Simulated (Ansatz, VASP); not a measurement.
BaS: VASP beside Ansatz

Contents of INCAR:

```
ALGO     = Normal         # electronic algorithm
EDIFF    = 1E-7           # SCF threshold, eV
ENCUT    = 520            # plane-wave cutoff, eV
GGA      = PE             # functional
ISIF     = 2              # what is computed and relaxed
ISMEAR   = 0              # smearing method
LASPH    = T              # aspherical terms in the spheres
LCHARG   = F              # write CHGCAR
LREAL    = F              # projectors in reciprocal space
LWAVE    = F              # write WAVECAR
NBANDS   = 42             # bands
NELM     = 100            # most SCF steps
PREC     = Accurate       # precision mode
SIGMA    = 0.1            # smearing width, eV
```

The input KPOINTS:

```
k-points
0
Gamma
  4 2 2
```

File POSCAR:

```
BaS
1.0
    0.0000000000      3.2138164046      3.2138164046
    6.4276328092      3.2138164046     -3.2138164046
   -6.4276328092      3.2138164046     -3.2138164046
Ba S
4 4
Direct
    0.0000000000      0.0000000000      1.0000000000
    0.5000000000      0.5000000000      0.0000000000
    0.5000000000      0.0000000000      0.5000000000
    1.0000000000      0.5000000000      0.5000000000
    1.0000000000      0.2500000000      0.7500000000
    0.5000000000      0.7500000000      0.7500000000
    0.5000000000      0.2500000000      0.2500000000
    1.0000000000      0.7500000000      0.2500000000
```

Input for Ansatz:

```yaml
crystal:
  lattice:
    - [0.0, 3.2138164046, 3.2138164046]
    - [6.4276328092, 3.2138164046, -3.2138164046]
    - [-6.4276328092, 3.2138164046, -3.2138164046]
  atoms:
    - { symbol: Ba, position: [0.0, 0.0, 1.0] }
    - { symbol: Ba, position: [0.5, 0.5, 0.0] }
    - { symbol: Ba, position: [0.5, 0.0, 0.5] }
    - { symbol: Ba, position: [1.0, 0.5, 0.5] }
    - { symbol: S, position: [1.0, 0.25, 0.75] }
    - { symbol: S, position: [0.5, 0.75, 0.75] }
    - { symbol: S, position: [0.5, 0.25, 0.25] }
    - { symbol: S, position: [1.0, 0.75, 0.25] }
basis:
  ecutwfc: 420
kpoints:
  mp_grid: { grid: [4, 2, 2] }
hamiltonian:
  xc: pbe
scf:
  occupations: { method: gaussian, width: 0.1 }
  lower_state_search: "off"
output:
  forces: true
  stress: true
  eigenvalues: true
```

Alike in both runs: task single point; functional PBE; k mesh 4 × 2 × 2; occupations gaussian, width 0.1 eV; no spin polarisation.

|  | VASP | Ansatz |
| --- | --- | --- |
| version | VASP 6.6.1 | Ansatz 0.2.0 |
| potentials or method | VASP PAW PBE potentials, release 64 (Ba_sv, S), cutoff 520 eV | scalar-relativistic, plane waves, PAW |
| valence electrons in the cell | 64 | 64 |

|  | VASP | Ansatz | Ansatz less VASP |
| --- | --- | --- | --- |
| gap on the k mesh at the Fermi level (eV) | 2.14 | 2.23 | +0.095 |
| least direct gap on the mesh (eV) | 2.14 | 2.23 | +0.095 |
| pressure (GPa) | 0.6 | 0.0 | -0.56 |

The k mesh is coarse, so the values compare programs but aren't converged. Neither program's run includes spin-orbit coupling.
